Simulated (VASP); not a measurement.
## Ni: single point with PBEsol

The system is Ni.

```
CELL_PARAMETERS angstrom
0.00000 1.73225 -1.73225
-1.73225 0.00000 1.73225
3.46449 3.46449 3.46449
ATOMIC_POSITIONS crystal
Ni 0.00000 0.00000 0.00000
Ni 0.33333 0.66667 0.33333
Ni 0.66667 0.33333 0.66667
```

```
Program                : VASP 6.6.1
Task                   : single point
Functional             : PBEsol
Potentials or basis    : VASP PAW PBE potentials, release 64 (Ni)
Cutoff                 : 520 eV
k mesh                 : 15 × 15 × 6
Occupations            : fermi-dirac, width 0.1 eV
Spin                   : collinear spin, ferromagnetic start
Starting moments       : [1.0, 1.0, 1.0] μB
Dipole correction      : no
Further INCAR settings : ALGO = Normal; EDIFF = 1e-06; NBANDS = 26
```

The pressure is 0.0 GPa. The net moment is 1.82 μB per cell. The site moments are Ni +0.61 μB. The valence electrons inside the program's atomic spheres are Ni 9.40.

Stress tensor (GPa, compression positive):
```
-0.02 -0.05 -0.05
-0.05 -0.02 -0.05
-0.05 -0.05 -0.02
```

Levels at points of the mesh, in eV from the Fermi level:
Spin up:
| k point | band 12 | band 13 | band 14 | band 15 | band 16 | band 17 | band 18 | band 19 | band 20 | band 21 |
| --- | --- | --- | --- | --- | --- | --- | --- | --- | --- | --- |
| (0.00, 0.00, 0.00) | -2.37 | -1.28 | -1.28 | -0.92 | -0.92 | -0.92 | -0.92 | 10.88 | 10.88 | 23.43 |
| (0.00, 0.00, 0.50) | -1.33 | -1.33 | -1.33 | -1.33 | -0.55 | -0.55 | -0.41 | 6.00 | 19.19 | 19.19 |
Spin down:
```
           k point  band 12  band 13  band 14  band 15  band 16  band 17
(0.00, 0.00, 0.00)    -1.74    -0.67    -0.67    -0.23    -0.23    -0.23
(0.00, 0.00, 0.50)    -0.72    -0.72    -0.72    -0.72    -0.44     0.17
```

Run time: 2.9 min on 1 thread of Oxide Virtual Turin-like Processor, on a shared host, peak memory 0.23 GiB.

Caveat: the PAW data sets were made with another functional, which shifts forces and pressure a little.
